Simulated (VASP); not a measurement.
The system is K3Na.

```
K Na
1.0
     6.36932    0.00000    0.00000
     0.00000    6.36932    0.00000
     0.00000    0.00000    6.36932
K Na
3 1
Direct
  0.00000 0.50000 0.50000
  0.50000 0.00000 0.50000
  0.50000 0.50000 0.00000
  0.00000 0.00000 0.00000
```

```yaml
Program: VASP 6.6.1
Task: relaxation of cell and atoms
Functional: LDA
Potentials_or_basis: VASP PAW LDA potentials, release 64 (K_sv, Na_pv)
Cutoff: 600 eV
k_mesh: 3 × 3 × 3
Occupations: methfessel-paxton, width 0.02 eV
Spin: no spin polarisation
```

At the start: pressure -0.5 GPa; volume 64.60 Å³/atom.

Task: Where does the relaxation end?

Result: Over 4 steps the energy falls by 15.6 meV/atom and the volume is 56.17 Å³/atom (-13.1 %); space group Pm-3m (No. 221, to 0.05 Å).

Step by step:
| step | energy change (eV) | largest force (eV/Å) | pressure (GPa) | volume (Å³) |
| --- | --- | --- | --- | --- |
| 1 | 0.0000 | 0.0000 | -0.54 | 258.39 |
| 2 | -0.0244 | 0.0000 | -0.44 | 250.40 |
| 3 | -0.0616 | 0.0000 | -0.07 | 228.21 |
| 4 | -0.0623 | 0.0000 | 0.01 | 224.66 |

Final structure:
```yaml
crystal:
  lattice:
    - [6.07914, 0.00000, 0.00000]
    - [0.00000, 6.07914, 0.00000]
    - [0.00000, 0.00000, 6.07914]
  atoms:
    - { symbol: K, position: [0.00000, 0.50000, 0.50000] }
    - { symbol: K, position: [0.50000, 0.00000, 0.50000] }
    - { symbol: K, position: [0.50000, 0.50000, 0.00000] }
    - { symbol: Na, position: [0.00000, 0.00000, 0.00000] }
```
